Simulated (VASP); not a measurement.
**SnS2 (Berndtite-2T): single point with LDA**

Crystal: SnS2 (Berndtite-2T).

```
Sn S
1.0
     3.63389    0.00000    0.00000
    -1.81694    3.14704    0.00000
     0.00000    0.00000    5.70189
Sn S
1 2
Direct
  0.00000 0.00000 0.00000
  0.33333 0.66667 0.25708
  0.66667 0.33333 0.74292
```

```json
{
 "Program": "VASP 6.6.1",
 "Task": "single point",
 "Functional": "LDA",
 "Potentials or basis": "VASP PAW LDA potentials, release 64 (Sn_d, S)",
 "Cutoff": "500 eV",
 "k mesh": "6 × 6 × 4",
 "Occupations": "fermi-dirac, width 0.1 eV",
 "Spin": "no spin polarisation"
}
```

```yaml
Pressure: 0.0 GPa
Band_gap_on_the_k_mesh: 1.17 eV, indirect (least direct gap 1.62 eV)
```

Levels at points of the mesh, in eV from the valence-band top:
| k point | band 9 | band 10 | band 11 | band 12 | band 13 | band 14 | band 15 | band 16 | band 17 | band 18 |
| --- | --- | --- | --- | --- | --- | --- | --- | --- | --- | --- |
| (0.00, 0.00, 0.00) | -0.84 | -0.84 | -0.58 | -0.58 | 0.00 | 1.62 | 3.27 | 5.17 | 5.17 | 8.88 |
| (0.50, 0.00, 0.00) | -4.61 | -3.13 | -2.84 | -1.41 | -0.42 | 1.52 | 4.11 | 5.49 | 5.72 | 7.53 |
| (0.00, 0.00, 0.50) | -2.33 | -0.96 | -0.96 | -0.38 | -0.38 | 2.96 | 3.38 | 4.81 | 4.81 | 8.28 |
| (0.50, 0.00, 0.50) | -5.23 | -2.61 | -1.95 | -0.99 | -0.92 | 1.27 | 4.32 | 5.16 | 6.18 | 6.77 |

Wall time 12 s on 1 thread of Intel(R) Xeon(R) 6975P-C (Granite Rapids) (shared host), peak memory 0.16 GiB.

Caveat: spin-orbit coupling is left out, which moves the levels of the heavy elements. A k mesh can miss the band edges.
